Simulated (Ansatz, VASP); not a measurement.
## Two plane-wave programs on SiC

```xyz
12
Lattice="3.0785 0.0000 0.0000 -1.5392 2.6660 0.0000 0.0000 0.0000 15.1069" Properties=species:S:1:pos:R:3 pbc="T T T"
Si    0.0000    1.7774   12.5838
Si    1.5392    0.8887    5.0304
Si    1.5392    0.8887   10.0688
Si    0.0000    1.7774    2.5153
Si    0.0000    0.0000    7.5493
Si    0.0000    0.0000   15.1027
C     0.0000    0.0000   13.2090
C     0.0000    0.0000    5.6555
C     0.0000    1.7774   10.6957
C     1.5392    0.8887    3.1422
C     1.5392    0.8887    8.1808
C     0.0000    1.7774    0.6274
```

Alike in both runs: functional r2SCAN; k mesh 12 × 12 × 2; occupations gaussian, width 0.02 eV; no spin polarisation.

Ansatz relaxed the structure, and its values are those at the end. VASP's run is a single point on that final structure, the one shown.

|  | VASP | Ansatz |
| --- | --- | --- |
| version | VASP 6.6.1 | Ansatz 0.2.0 |
| potentials or method | VASP PAW PBE potentials, release 64 (Si, C), cutoff 520 eV | scalar-relativistic, plane waves, PAW |
| valence electrons in the cell | 48 | 48 |

```csv
,VASP,Ansatz,Ansatz less VASP
gap on the k mesh at the Fermi level (eV),2.40,2.39,-0.011
least direct gap on the mesh (eV),3.56,3.54,-0.012
pressure (GPa),-0.2,0.0,+0.19
```

VASP's potentials were made for PBE, not for r2SCAN. The functional is the same, so the differences come from potentials, cutoffs and numerics.
